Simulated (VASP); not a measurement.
CuO: single point with RPBE

Crystal: CuO.

```
Cu O
1.0
     2.91739    0.00000    0.00000
     0.03959    2.91717    0.00000
     0.01773    0.01747    5.24446
Cu O
2 2
Cartesian
  0.0198 1.4586 0.0000
  1.4676 0.0087 2.6222
  2.9262 0.0180 3.9328
  0.0486 2.9167 1.3117
```

```
Program             : VASP 6.6.1
Task                : single point
Functional          : RPBE
Potentials or basis : VASP PAW PBE potentials, release 64 (Cu, O)
Cutoff              : 520 eV
k mesh              : 9 × 9 × 5
Occupations         : fermi-dirac, width 0.05 eV
Spin                : no spin polarisation
```

```json
{
 "Pressure": "5.1 GPa",
 "Largest force": "0.011 eV/Å",
 "Band gap on the k mesh": "zero (band 17 reaches 5.58 eV, above the bottom of band 18 at 4.69 eV)"
}
```

Forces on the atoms (eV/Å):
```
Cu   0.000  0.000  0.000
Cu   0.000  0.000  0.000
O    0.004 -0.005  0.009
O   -0.004  0.005 -0.009
```

Stress tensor (GPa, compression positive):
```
 6.00 -0.04  0.00
-0.04  5.96  0.01
 0.00  0.01  3.40
```

Levels at points of the mesh, in eV from the Fermi level:
| k point | band 14 | band 15 | band 16 | band 17 | band 18 | band 19 | band 20 | band 21 |
| --- | --- | --- | --- | --- | --- | --- | --- | --- |
| (0.00, 0.00, 0.00) | -2.31 | -2.23 | -1.95 | 0.65 | 0.68 | 1.45 | 6.27 | 7.25 |

Wall time 3.7 min on 1 thread of Intel(R) Xeon(R) Platinum 8488C (Sapphire Rapids) (shared host), peak memory 0.3 GiB.

Caveat: the PAW data sets were made with another functional, which shifts forces and pressure a little; semilocal functionals often make such compounds metallic where correlation or magnetic order opens a gap, which also shifts bond lengths. With open d or f shells a metallic result of RPBE can be an artefact of self-interaction; +U or a hybrid may open a gap.
